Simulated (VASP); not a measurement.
# Br (P1) in VASP: a series of runs

Runs on Br. Level: PBE+D3(BJ). Tasks: single point.

All numbers are computed with VASP 6.6.1; they aren't measurements. Logs are shortened: lines on timing, memory, paths and dates and some standing lists are left out, and cuts for length are marked.

## 1. The cell of the first run

The typed cell holds 16 atoms: a = 8.592 Å, b = 8.592 Å, c = 8.815 Å, α = 110.47°, β = 110.47°, γ = 106.40°.

## 2. Single point, PBE+D3(BJ)

Contents of INCAR:

```
SYSTEM = Br
ALGO = Normal ; EDIFF = 1E-6
ENCUT = 520 ; GGA = PE
ISIF = 2 ; ISMEAR = -1
IVDW = 12 ; LASPH = .True.
LCHARG = .False. ; LREAL = Auto
LWAVE = .False. ; NBANDS = 70
NELM = 60 ; PREC = Accurate
SIGMA = 0.05
```

Contents of KPOINTS:

```
Automatic mesh
0
Gamma
  2 2 2
  0.5 0.5 0.5
```

Contents of POSCAR:

```
Br
1.0
    5.1470736200     -6.8799888000      0.0000000000
    5.1470736200      6.8799888000      0.0000000000
   -5.1470736200      0.0000000000      7.1559823200
Br
16
Direct
    0.7420159386     -0.0019861447      0.5170788348
    0.4947164872     -0.0274519500     -0.0226406373
    0.7680464421      0.2689835657      0.0402861532
    0.2372639979      0.0137674131      0.4658787363
    0.0181558963      0.0021680795      0.0025680611
    0.5118296034      0.2837177495      0.5243693783
    0.2562055422      0.2129572159     -0.0399521669
    0.7433878484      0.5159912573      0.4835376675
    0.5147269823      0.4905243266      0.0037958450
    0.7433817820      0.7492666753     -0.0138600119
   -0.0151984950      0.2339506024      0.5020814529
    0.2434725561      0.5148904398      0.5382379145
    0.0073326060      0.4873967596      0.0059945648
    0.4755352799      0.7519194508      0.5000287647
    0.2590206984      0.7253534343      0.0021991390
    0.0001069366      0.7785509364      0.4903964044
```

Potentials or basis: VASP PAW PBE potentials, release 64 (Br).

Started as:

```bash
> cat potpaw_PBE.64/Br/POTCAR > POTCAR
> mpirun -np 1 vasp_std > vasp.out
```

OUTCAR:

```text
SYSTEM = Br
   EDIFF = 1E-6
   ENCUT = 520
   GGA = PE
   ISIF = 2
   ISMEAR = -1
   IVDW = 12
   LASPH = .True.
   LREAL = Auto
   NELM = 60
   PREC = Accurate
 IVDW          = 12

 ion  position               nearest neighbor table
   1  0.742  0.998  0.517-  11 2.54  14 2.56
   2  0.495  0.973  0.977-  15 2.62   3 2.65
   3  0.768  0.269  0.040-  13 2.55   2 2.65
   4  0.237  0.014  0.466-   6 2.54  16 2.56
   5  0.018  0.002  0.003-   7 2.55  10 2.64
   6  0.512  0.284  0.524-   4 2.54   8 2.61
[... 8 lines left out ...]
  15  0.259  0.725  0.002-  13 2.54   2 2.62
  16  0.000  0.779  0.490-   4 2.56   8 2.64

  LATTYP: Found a face centered orthorhombic cell.
 ALAT       =    10.2941472400
 B/A-ratio  =     1.3366796957
 C/A-ratio  =     1.3903011397

  Lattice vectors:

 A1 = (   0.0000000000,   6.8799888000,   7.1559823200)
 A2 = (   5.1470736200,   0.0000000000,   7.1559823200)
 A3 = (   5.1470736200,   6.8799888000,   0.0000000000)

Analysis of symmetry for initial positions (statically):
=====================================================================
 Subroutine PRICEL returns:
 Original cell was already a primitive cell.

 Routine SETGRP: Setting up the symmetry group for a
 face centered orthorhombic supercell.

 Subroutine GETGRP returns: Found  1 space group operations
 (whereof  1 operations were pure point group operations)
 out of a pool of  8 trial point group operations.

The static configuration has the point symmetry C_1 .

Analysis of symmetry for dynamics (positions and initial velocities):
=====================================================================
 Subroutine PRICEL returns:
 Original cell was already a primitive cell.

 Routine SETGRP: Setting up the symmetry group for a
 face centered orthorhombic supercell.

 Subroutine GETGRP returns: Found  1 space group operations
 (whereof  1 operations were pure point group operations)
 out of a pool of  8 trial point group operations.

The dynamic configuration has the point symmetry C_1 .

 Subroutine INISYM returns: Found  1 space group operations
 (whereof  1 operations are pure point group operations),
 and found     1 'primitive' translations

----------------------------------------------------------------------------------------

                                     Primitive cell

  volume of cell :     506.8126

  direct lattice vectors                    reciprocal lattice vectors
     5.147073620 -6.879988800  0.000000000     0.097142578 -0.072674537  0.069871609
     5.147073620  6.879988800  0.000000000     0.097142578  0.072674537  0.069871609
    -5.147073620  0.000000000  7.155982320     0.000000000  0.000000000  0.139743218

  length of vectors
     8.592241427  8.592241427  8.814785863     0.140001109  0.140001109  0.139743218

  position of ions in fractional coordinates (direct lattice)
     0.742015939  0.998013855  0.517078835
     0.494716487  0.972548050  0.977359363
     0.768046442  0.268983566  0.040286153
     0.237263998  0.013767413  0.465878736
     0.018155896  0.002168080  0.002568061
     0.511829603  0.283717749  0.524369378
[... 8 lines left out ...]
     0.259020698  0.725353434  0.002199139
     0.000106937  0.778550936  0.490396404

  ion indices of the primitive-cell ions
   primitive index   ion index
                 1           1
                 2           2
                 3           3
                 4           4
                 5           5
                 6           6
[... 8 lines left out ...]
                15          15
                16          16

----------------------------------------------------------------------------------------

 KPOINTS: Automatic mesh

Automatic generation of k-mesh.
 Grid dimensions read from file:
 generate k-points for:    2    2    2

 Generating k-lattice:

  Cartesian coordinates                     Fractional coordinates (reciprocal lattice)
     0.048571289 -0.036337268  0.034935805     0.500000000 -0.000000000  0.000000000
     0.048571289  0.036337268  0.034935805    -0.000000000  0.500000000  0.000000000
     0.000000000  0.000000000  0.069871609     0.000000000  0.000000000  0.500000000

  Length of vectors
     0.070000555  0.070000555  0.069871609

  Shift w.r.t. Gamma in fractional coordinates (k-lattice)
     0.500000000  0.500000000  0.500000000

 Subroutine IBZKPT returns following result:
 ===========================================

 Found      4 irreducible k-points:

 Following reciprocal coordinates:
            Coordinates               Weight
  0.250000  0.250000  0.250000      2.000000
 -0.250000  0.250000  0.250000      2.000000
 -0.250000  0.250000 -0.250000      2.000000
 -0.250000 -0.250000  0.250000      2.000000
   k-points           NKPTS =      4   k-points in BZ     NKDIM =      4   number of bands    NBANDS=     70
   number of dos      NEDOS =    301   number of ions     NIONS =     16
   total plane-waves  NPLWV = 286720
   dimension x,y,z NGX =    64 NGY =   64 NGZ =   70
   dimension x,y,z NGXF=   128 NGYF=  128 NGZF=  140
   ions per type =              16
   NGX,Y,Z   is equivalent  to a cutoff of  12.38, 12.38, 13.20 a.u.
   NGXF,Y,Z  is equivalent  to a cutoff of  24.77, 24.77, 26.40 a.u.
 SYSTEM =  Br
   PREC   = accura    normal or accurate (medium, high low for compatibility)
   ISTART =      0    job   : 0-new  1-cont  2-samecut
   ICHARG =      2    charge: 1-file 2-atom 10-const
   ISPIN  =      1    spin polarized calculation?
   LNONCOLLINEAR =      F non collinear calculations
   LSORBIT =      F    spin-orbit coupling
   LASPH  =      T    aspherical Exc in radial PAW
   ENCUT  =  520.0 eV  38.22 Ry    6.18 a.u.  15.98 15.98 16.39*2*pi/ulx,y,z
   NELM   =     60;   NELMIN=  2; NELMDL= -5     # of ELM steps
   EDIFF  = 0.1E-05   stopping-criterion for ELM
   LREAL  =      T    real-space projection
   EDIFFG = 0.1E-04   stopping-criterion for IOM
   NSW    =      0    number of steps for IOM
   IBRION =     -1    ionic relax: 0-MD 1-quasi-New 2-CG
   NFREE  =      0    steps in history (QN), initial steepest desc. (CG)
   ISIF   =      2    stress and relaxation
   ISYM   =      2    0-nonsym 1-usesym 2-fastsym
   POTIM  = 0.5000    time-step for ionic-motion
   TEBEG  =    0.0;   TEEND  =   0.0 temperature during run
   PSTRESS=    0.0 pullay stress
   NELECT =     112.0000    total number of electrons
   NUPDOWN=      -1.0000    fix difference up-down
   EMIN   =  10.00;   EMAX   =-10.00  energy-range for DOS
   EFERMI =   0.00;   METHOD = LEGACY
   ISMEAR =    -1;   SIGMA  =   0.05  broadening in eV -4-tet -1-fermi 0-gaus
   EFERMI_NEDOS =   21; number of points for ismear=-14 and -15
   IALGO  =     38    algorithm
   IMIX   =      4    mixing-type and parameters
     AMIX     =   0.40;   BMIX     =  1.00
     AMIX_MAG =   1.60;   BMIX_MAG =  1.00
  volume/ion in A,a.u.               =      31.68       213.76
  Fermi-wavevector in a.u.,A,eV,Ry     =   0.989764  1.870383 13.328717  0.979633
  Thomas-Fermi vector in A             =   2.121386
   LORBIT       =      0    0 simple, 1 ext, 2 COOP (PROOUT), +10 PAW based schemes
   GGA     = PE    functional components
   LHFCALC =     F    Hartree Fock is set to
   AEXX    =    0.0000 exact exchange contribution
   IVDW    =    12    specifies the selected vdW correction
   LEPSILON=     F    determine dielectric tensor
   LRPA    =     F    only Hartree local field effects (RPA)
 non-spin polarized calculation
  energy-cutoff  :      520.00
  volume of cell :      506.81
 maximum number of plane-waves:     13673
   NGX = 31   NGY = 31   NGZ = 33

 number of electron     111.9999996 magnetization

 Free energy of the ion-electron system (eV)
  ---------------------------------------------------
  ext. energy  EPLUGINS =         0.00000000
  ---------------------------------------------------
  free energy    TOTEN  =       -25.51563231 eV

  energy without entropy =      -25.50309807  energy(sigma->0) =      -25.50936519

 E-fermi :   0.2912     XC(G=0):  -8.1806

 val. band max:        0.0847821408   @ k =  -0.2500   0.2500   0.2500
 cond. band min:       0.4993420995   @ k =  -0.2500  -0.2500   0.2500
 fundamental gap:      0.4145599587
 Fermi energy:         0.2911809679

 k-point     1 :       0.2500    0.2500    0.2500
  band No.  band energies     occupation
      1     -15.2636      2.00000
      2     -15.2041      2.00000
      3     -15.0769      2.00000
      4     -15.0144      2.00000
      5     -14.9245      2.00000
      6     -14.8159      2.00000
[... 60 lines left out ...]
     67       7.4017      0.00000
     68       7.4489      0.00000

 k-point     2 :      -0.2500    0.2500    0.2500
  band No.  band energies     occupation
      1     -15.4740      2.00000
      2     -15.3300      2.00000
      3     -15.1641      2.00000
      4     -15.0882      2.00000
      5     -14.3856      2.00000
      6     -14.3308      2.00000
[... 60 lines left out ...]
     67       7.3547      0.00000
     68       7.4423      0.00000

 k-point     3 :      -0.2500    0.2500   -0.2500
  band No.  band energies     occupation
      1     -15.4756      2.00000
      2     -15.3278      2.00000
      3     -15.1608      2.00000
      4     -15.0920      2.00000
      5     -14.3888      2.00000
      6     -14.3329      2.00000
[... 60 lines left out ...]
     67       7.3642      0.00000
     68       7.4441      0.00000

 k-point     4 :      -0.2500   -0.2500    0.2500
  band No.  band energies     occupation
      1     -15.3173      2.00000
      2     -15.1509      2.00000
      3     -15.0400      2.00000
      4     -15.0113      2.00000
      5     -14.9398      2.00000
      6     -14.8323      2.00000
[... 60 lines left out ...]
     67       7.8540      0.00000
     68       7.9347      0.00000
 [bands above 68 left out]

------------------------ aborting loop because EDIFF is reached ----------------------------------------

 Edisp (eV)   -3.60662

 E8    (eV) :    -1.4218

  FORCE on cell =-STRESS in cart. coord.  units (eV):
  Direction    XX          YY          ZZ          XY          YZ          ZX
  --------------------------------------------------------------------------------------
  -------------------------------------------------------------------------------------
  Total      -2.74807    -2.88208     0.18815     0.00932     0.13453     0.08694
  in kB      -8.68743    -9.11107     0.59480     0.02946     0.42528     0.27484
  external pressure =       -5.73 kB  Pullay stress =        0.00 kB

 VOLUME and BASIS-vectors are now :
 -----------------------------------------------------------------------------
  energy-cutoff  :      520.00
  volume of cell :      506.81
      direct lattice vectors                 reciprocal lattice vectors
     5.147073620 -6.879988800  0.000000000     0.097142578 -0.072674537  0.069871609
     5.147073620  6.879988800  0.000000000     0.097142578  0.072674537  0.069871609
    -5.147073620  0.000000000  7.155982320     0.000000000  0.000000000  0.139743218

 POSITION                                       TOTAL-FORCE (eV/Angst)
 -----------------------------------------------------------------------------------
      6.29462      1.76126      3.70021         0.039815      0.089902      0.044905
      2.52158      3.28748      6.99397         0.142511      0.118092      0.274394
      5.13031     -3.43355      0.28829        -0.300620     -0.224633     -0.239618
     -1.10584     -1.53765      3.33382        -0.212058     -0.109816      0.137636
      0.09139     -0.11000      0.01838        -0.309067      0.027811     -0.020419
      1.39577     -1.56941      3.75238         0.241644     -0.065747     -0.184819
[... 8 lines left out ...]
      5.05533      3.20836      0.01574         0.323691      0.088762      0.126802
      1.48370      5.35569      3.50927        -0.447364     -0.155170      0.054472
 -----------------------------------------------------------------------------------
    total drift:                               -0.021809      0.005052      0.004468

  FREE ENERGIE OF THE ION-ELECTRON SYSTEM (eV)
  ---------------------------------------------------
  free  energy   TOTEN  =       -29.1222543877 eV

  energy  without entropy=      -29.1097201482  energy(sigma->0) =      -29.11598727
```

It took 2.3 min on 1 thread of Intel Xeon 6975P-C (Granite Rapids), shared host; peak memory 0.57 GiB.

What came out:

```
Free energy                : -29.1223 eV
Pressure                   : -0.6 GPa
Largest force              : 0.477 eV/Å
Band gap on the k mesh     : zero (bands 56 and 57 overlap by 0.60 eV)
Dispersion energy per atom : -0.225 eV
```

Forces in eV/Å, atoms in the order of the input:
```
Br   0.040  0.090  0.045
Br   0.143  0.118  0.274
Br  -0.301 -0.225 -0.240
Br  -0.212 -0.110  0.138
Br  -0.309  0.028 -0.020
Br   0.242 -0.066 -0.185
Br  -0.056  0.153  0.180
Br  -0.073 -0.035  0.061
Br   0.171  0.136 -0.015
Br   0.101 -0.188  0.001
Br   0.398  0.209 -0.028
Br   0.163 -0.059 -0.258
Br  -0.007  0.081 -0.124
Br  -0.175 -0.066 -0.011
Br   0.324  0.089  0.127
Br  -0.447 -0.155  0.054
```

Levels at points of the mesh, in eV from the Fermi level:
```csv
k point,band 54,band 55,band 56,band 57,band 58,band 59
"(0.25, 0.25, 0.25)",-0.41,0.25,0.30,1.41,1.60,1.68
```

Caveat: the k points lie up to 0.44 Å⁻¹ apart, too coarse for converged energies and pressures of a metal; the atoms stand as in a frame of molecular dynamics.

## 3. Single point, PBE+D3(BJ)

Contents of INCAR:

```
SYSTEM = Br
PREC = Accurate
ENCUT = 520
EDIFF = 1E-7
ISMEAR = -1
SIGMA = 0.05
LREAL = Auto
LASPH = .True.
NELM = 80
ALGO = Normal
ISIF = 2
LWAVE = .False.
LCHARG = .False.
GGA = PE
IVDW = 12
NBANDS = 70
```

KPOINTS is that of step 2.

Contents of POSCAR:

```
Br
1.0
    5.1470736200     -6.8799888000      0.0000000000
    5.1470736200      6.8799888000      0.0000000000
   -5.1470736200      0.0000000000      7.1559823200
Br
16
Direct
    0.7383427846      0.0175557101      0.5341202408
    0.5140540940     -0.0226948902     -0.0056931387
    0.7661792425      0.2519042774      0.0356637270
    0.2344138061      0.0082401821      0.4628239495
    0.0172774543     -0.0080315985      0.0026710519
    0.5104617565      0.2895842167      0.5165413824
    0.2566810943      0.2113441018     -0.0412294199
    0.7364293916      0.5151176941      0.4767553702
    0.5205462624      0.4934319741      0.0046330467
    0.7504609878      0.7372954140     -0.0264535310
   -0.0206978886      0.2508752279      0.4995917877
    0.2371359762      0.5203011174      0.5332868123
    0.0075188324      0.4717208962     -0.0059928879
    0.4658034443      0.7466299189      0.4966209866
    0.2726040888      0.7435050007      0.0219789531
   -0.0072113910      0.7732209841      0.4946816302
```

Potentials or basis: VASP PAW PBE potentials, release 64 (Br).

Started as:

```bash
> cat potpaw_PBE.64/Br/POTCAR > POTCAR
> mpirun -np 1 vasp_std > vasp.out
```

It took 2.4 min on 1 thread of Intel Xeon 6975P-C (Granite Rapids), shared host; peak memory 0.57 GiB.

It converged, with:

```
Free energy                : -29.1715 eV
Pressure                   : -0.6 GPa
Largest force              : 0.533 eV/Å
Band gap on the k mesh     : zero (bands 56 and 57 overlap by 0.63 eV)
Dispersion energy per atom : -0.225 eV
```

Forces in eV/Å, atoms in the order of the input:
```
Br   0.129 -0.099 -0.170
Br  -0.273  0.282  0.059
Br   0.455 -0.230 -0.156
Br  -0.138  0.036  0.224
Br   0.232 -0.036 -0.073
Br  -0.420 -0.096 -0.180
Br  -0.052  0.173  0.240
Br  -0.072  0.010  0.043
Br  -0.032  0.021 -0.105
Br  -0.231 -0.062  0.102
Br  -0.212  0.058  0.046
Br   0.050 -0.111 -0.117
Br   0.148  0.260  0.107
Br   0.406  0.014  0.044
Br  -0.125 -0.140 -0.057
Br   0.135 -0.080 -0.007
```

Stress tensor (GPa, compression positive):
```
-0.87  0.01  0.06
 0.01 -1.16 -0.03
 0.06 -0.03  0.17
```

Levels at points of the mesh, in eV from the Fermi level:
```
           k point  band 52  band 53  band 54  band 55  band 56  band 57  band 58  band 59  band 60  band 61
(0.25, 0.25, 0.25)    -0.61    -0.44    -0.42     0.27     0.31     1.63     1.67     1.75     1.80     1.89
```

Caveat: the k points lie up to 0.44 Å⁻¹ apart, too coarse for converged energies and pressures of a metal; the atoms stand as in a frame of molecular dynamics.
